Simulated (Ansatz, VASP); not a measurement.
# C in VASP and in Ansatz

```
C
1.0
    -2.35624    2.35624    2.35624
     2.35624   -2.35624    2.35624
     2.35624    2.35624   -2.35624
C
8
Direct
  0.32546 0.00000 0.00000
  0.67454 0.67454 0.67454
  0.00000 0.32546 0.00000
  0.00000 0.00000 0.32546
  0.00000 0.67454 0.00000
  0.32546 0.32546 0.32546
  0.67454 0.00000 0.00000
  0.00000 0.00000 0.67454
```

Change from the starting cell: strain -0.030 along x and y, -0.030 along z, atoms carried along.

Alike in both runs: task single point; functional r2SCAN; k mesh 8 × 8 × 8; occupations gaussian, width 0.05 eV; no spin polarisation.

|  | VASP | Ansatz |
| --- | --- | --- |
| version | VASP 6.6.1 | Ansatz 0.2.0 |
| potentials or method | VASP PAW PBE potentials, release 64 (C), cutoff 520 eV | scalar-relativistic, plane waves, PAW |
| valence electrons in the cell | 32 | 32 |

```tsv
	VASP	Ansatz	Ansatz less VASP
gap on the k mesh at the Fermi level (eV)	3.37	3.39	+0.017
least direct gap on the mesh (eV)	4.16	4.21	+0.043
pressure (GPa)	36.6	35.5	-1.17
rms of the force components (eV/Å)	0.334	0.291	-0.0434
```

VASP's potentials were made for PBE, not for r2SCAN. Atom by atom the forces differ by 0.043 eV/Å (rms over components). Both programs put the cell under a high pressure, so it lies far from rest at this level.
